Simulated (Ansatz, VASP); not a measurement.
**One calculation of ScTi3N3, two programs**

```
Sc Ti N
1.0
     4.30187    0.00000    0.00000
     0.00000    4.30187    0.00000
     0.00000    0.00000    4.30187
Sc Ti N
1 3 3
Direct
  0.00000 0.00000 0.00000
  0.50000 0.00000 0.50000
  0.50000 0.50000 0.00000
  0.00000 0.50000 0.50000
  0.50000 0.00000 0.00000
  0.00000 0.50000 0.00000
  0.00000 0.00000 0.50000
```

Alike in both runs: functional PBE; k mesh 3 × 3 × 3; occupations gaussian, width 0.15 eV; collinear spin.

Ansatz relaxed the structure, and its values are those at the end. VASP's run is a single point on that final structure, the one shown.

|  | VASP | Ansatz |
| --- | --- | --- |
| version | VASP 6.6.1 | Ansatz 0.2.0 |
| potentials or method | VASP PAW PBE potentials, release 64 (Sc_sv, Ti_sv, N), cutoff 520 eV | scalar-relativistic, plane waves, PAW |
| valence electrons in the cell | 62 | 62 |

```csv
,VASP,Ansatz,Ansatz less VASP
gap on the k mesh at the Fermi level (eV),none,none,-
pressure (GPa),1.1,0.6,-0.57
net moment per atom (μB),0.12,0.12,0.000
size of the moment on the site where the two differ most (μB),0.22,0.17,-0.046
```

Site moments also hang on the region over which each program counts them. A gap of «none» marks a metal or a gap that the smearing closes.

The k mesh is coarse, so the values compare programs but aren't converged.
